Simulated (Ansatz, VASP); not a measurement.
One calculation of HfTi3O8, two programs

```
Hf Ti O
1.0
     3.31273   -3.33558    0.00000
     3.31273    3.33558    0.00000
     0.00000    0.00000    6.07816
Hf Ti O
1 3 8
Direct
  0.50000 0.50000 0.00000
  0.00000 0.00000 0.74444
  0.00000 0.00000 0.25556
  0.50000 0.50000 0.50000
  0.69945 0.69945 0.73624
  0.69945 0.69945 0.26376
  0.81328 0.18672 0.00000
  0.80626 0.19374 0.50000
  0.30055 0.30055 0.73624
  0.30055 0.30055 0.26376
  0.18672 0.81328 0.00000
  0.19374 0.80626 0.50000
```

Alike in both runs: functional PBE; k mesh 6 × 6 × 6; occupations gaussian, width 0.02 eV; no spin polarisation.

Ansatz relaxed the structure, and its values are those at the end. VASP's run is a single point on that final structure, the one shown.

|  | VASP | Ansatz |
| --- | --- | --- |
| version | VASP 6.6.1 | Ansatz 0.2.0 |
| potentials or method | VASP PAW PBE potentials, release 64 (Hf_pv, Ti_sv, O), cutoff 520 eV | scalar-relativistic, plane waves, PAW |
| valence electrons in the cell | 94 | 110 |

Ansatz gave:

| Property | Result |
| --- | --- |
| gap on the k mesh at the Fermi level (eV) | 1.97 |
| least direct gap on the mesh (eV) | 2.09 |
| pressure (GPa) | 0.0 |
| rms of the force components (eV/Å) | 0.003 |

**Question.** Which values does VASP return?

**Answer.** gap on the k mesh at the Fermi level (eV): 1.93; least direct gap on the mesh (eV): 2.06; pressure (GPa): -0.3; rms of the force components (eV/Å): 0.070.

VASP's potentials hold 94 valence electrons a cell and Ansatz's 110, so a difference there can come from the potentials and not from the codes.

Neither program's run includes spin-orbit coupling.
